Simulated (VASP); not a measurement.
AgAu2Cl3:

```xyz
6
Lattice="4.1792 0.0000 0.0000 -2.0896 3.6193 0.0000 0.0000 0.0000 10.1565" Properties=species:S:1:pos:R:3 pbc="T T T"
Ag    0.0000    2.4129    6.7450
Au    0.0000    0.0000   10.1246
Au    2.0896    1.2064    3.4293
Cl    0.0000    0.0000    2.5429
Cl    2.0896    1.2064    6.0135
Cl    0.0000    2.4129    9.2315
```

- Program: VASP 6.6.1
- Task: relaxation of cell and atoms
- Functional: PBEsol
- Potentials or basis: VASP PAW PBE potentials, release 64 (Ag, Au, Cl)
- Cutoff: 600 eV
- k mesh: 6 × 6 × 2
- Occupations: fermi-dirac, width 0.03 eV
- Spin: no spin polarisation

At the start: pressure -0.6 GPa; volume 25.60 Å³/atom.

Q: Where does the relaxation end?

A: Over 57 steps the energy falls by 49.1 meV/atom and the volume is 23.65 Å³/atom (-7.6 %); space group P3m1 (No. 156, to 0.1 Å) before and after.

Step by step:
| step | energy change (eV) | largest force (eV/Å) | pressure (GPa) | volume (Å³) |
| --- | --- | --- | --- | --- |
| 1 | 0.0000 | 0.5318 | -0.63 | 153.63 |
| 3 | -0.0297 | 0.2377 | 0.67 | 149.31 |
| 5 | -0.0437 | 0.1189 | -0.08 | 151.86 |
| 7 | -0.0524 | 0.1218 | 0.07 | 151.39 |
| 9 | -0.0611 | 0.3440 | 0.63 | 149.27 |
| 11 | -0.0653 | 0.2625 | 0.40 | 150.10 |
| 13 | -0.0753 | 0.2794 | -0.06 | 151.39 |
| 15 | -0.0831 | 0.3186 | -0.71 | 153.06 |
| 17 | -0.1103 | 0.3499 | -0.89 | 152.45 |
| 19 | -0.1467 | 0.3919 | -1.00 | 148.83 |
| 21 | -0.1863 | 0.2809 | 0.85 | 139.48 |
| 23 | -0.2128 | 0.2028 | 0.06 | 136.92 |
| 25 | -0.2316 | 0.1740 | -0.01 | 137.72 |
| 27 | -0.2345 | 0.4997 | 0.02 | 141.37 |
| 29 | -0.2572 | 0.1762 | 0.05 | 139.75 |
| 31 | -0.2697 | 0.1931 | 0.87 | 140.94 |
| 33 | -0.2777 | 0.1107 | 0.07 | 142.25 |
| 35 | -0.2794 | 0.0965 | -0.12 | 142.80 |
| 37 | -0.2847 | 0.0960 | -0.19 | 142.68 |
| 39 | -0.2869 | 0.1529 | 0.26 | 141.51 |
| 41 | -0.2923 | 0.0436 | -0.07 | 142.01 |
| 43 | -0.2929 | 0.0324 | 0.04 | 141.61 |
| 45 | -0.2931 | 0.0301 | 0.03 | 141.59 |
| 47 | -0.2935 | 0.0546 | -0.07 | 141.47 |
| 49 | -0.2938 | 0.0160 | 0.10 | 141.27 |
| 51 | -0.2940 | 0.0156 | 0.08 | 141.35 |
| 53 | -0.2942 | 0.0138 | 0.04 | 141.61 |
| 55 | -0.2943 | 0.0155 | -0.06 | 141.98 |
| 57 | -0.2944 | 0.0075 | 0.02 | 141.89 |

Final structure:
```cif
data_structure
_symmetry_space_group_name_H-M 'P 1'
_symmetry_Int_Tables_number 1
_cell_length_a 4.1308
_cell_length_b 4.1308
_cell_length_c 9.6015
_cell_angle_alpha 90.000
_cell_angle_beta 90.000
_cell_angle_gamma 120.000
_cell_volume 141.89
loop_
_atom_site_label
_atom_site_type_symbol
_atom_site_fract_x
_atom_site_fract_y
_atom_site_fract_z
_atom_site_occupancy
Ag1 Ag 0.33333 0.66667 0.70679 1
Au1 Au 0.00000 0.00000 0.87923 1
Au2 Au 0.66667 0.33333 0.30134 1
Cl1 Cl 0.00000 0.00000 0.27510 1
Cl2 Cl 0.66667 0.33333 0.60521 1
Cl3 Cl 0.33333 0.66667 0.98233 1
```

Caveat: the PAW data sets were made with another functional, which shifts forces and pressure a little.
